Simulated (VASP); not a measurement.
**HW4S8 (a cell with a defect): single point with PBE**

System: HW4S8 (a cell with a defect).

```xyz
13
Lattice="3.1877 -5.5213 0.0000 -3.1877 -5.5213 0.0000 0.0000 -3.6809 -7.4744" Properties=species:S:1:pos:R:3 pbc="T T T"
W    -0.0139   -9.1940   -7.4993
W    -1.5891   -6.4310   -7.4428
W     1.5924   -6.4407   -7.4655
W    -0.0067   -3.6903   -7.4428
S    -0.0059  -12.8797   -5.8796
S    -1.5794  -10.1256   -5.8955
S     1.7069  -10.1878   -5.7779
S     0.0100   -7.3724   -5.8953
S     0.0021   -9.2035   -1.5482
S    -1.6126   -6.4319   -1.5685
S     1.5915   -6.4401   -1.5496
S    -0.0178   -3.6693   -1.5686
H    -0.6076   -5.1709   -4.7505
```

```
Program                : VASP 6.6.1
Task                   : single point
Functional             : PBE
Potentials or basis    : VASP PAW PBE potentials, release 64 (W_sv, S, H)
Cutoff                 : 520 eV
k mesh                 : 3 × 3 × 3
Occupations            : gaussian, width 0.02 eV
Spin                   : collinear spin
Starting moments       : [0.07, 0.01, 0.01, 0.0, 0.0, 0.0, 0.0, 0.01, 0.0, 0.0, 0.0, 0.0, 0.02] μB
Dipole correction      : no
Further INCAR settings : ALGO = Fast; EDIFF = 1e-06; NBANDS = 68
```

* Pressure: 0.0 GPa
* Largest force: 0.067 eV/Å
* Net moment: 0.11 μB per cell
* Site moments: W +0.05, +0.00, -0.00 (each value once); S +0.00, +0.01 (each value once); H +0.01 μB
* Valence electrons inside the program's atomic spheres: W 11.98, 11.99 (each value once); S 3.72, 3.71 (each value once); H 0.54

Forces in eV/Å, atoms in the order of the input:
```
W   -0.008  0.004 -0.014
W   -0.003 -0.014 -0.012
W    0.002 -0.001  0.003
W    0.010  0.009 -0.012
S   -0.001  0.001  0.004
S   -0.004 -0.001  0.007
S    0.023 -0.012  0.062
S   -0.002  0.003  0.006
S    0.001  0.000 -0.004
S    0.002  0.001 -0.004
S   -0.001  0.001 -0.001
S    0.000 -0.002 -0.004
H   -0.019  0.011 -0.032
```

Stress tensor (GPa, compression positive):
```
 0.37 -0.54 -0.01
-0.54 -0.25  0.01
-0.01  0.01 -0.08
```

Levels at points of the mesh, in eV from the Fermi level:
Spin up:
```csv
k point,band 50,band 51,band 52,band 53,band 54,band 55
"(0.00, 0.00, 0.00)",-2.12,-2.07,-1.64,0.36,1.55,1.58
```
Spin down:
```
           k point  band 50  band 51  band 52  band 53  band 54  band 55
(0.00, 0.00, 0.00)    -2.11    -2.07    -1.63     0.42     1.56     1.59
```

It took 27 min on 1 thread of Oxide Virtual Turin-like Processor (shared host), peak memory 0.65 GiB.

Caveat: the k points lie up to 0.39 Å⁻¹ apart; spin-orbit coupling is left out, which moves the levels of the heavy elements.
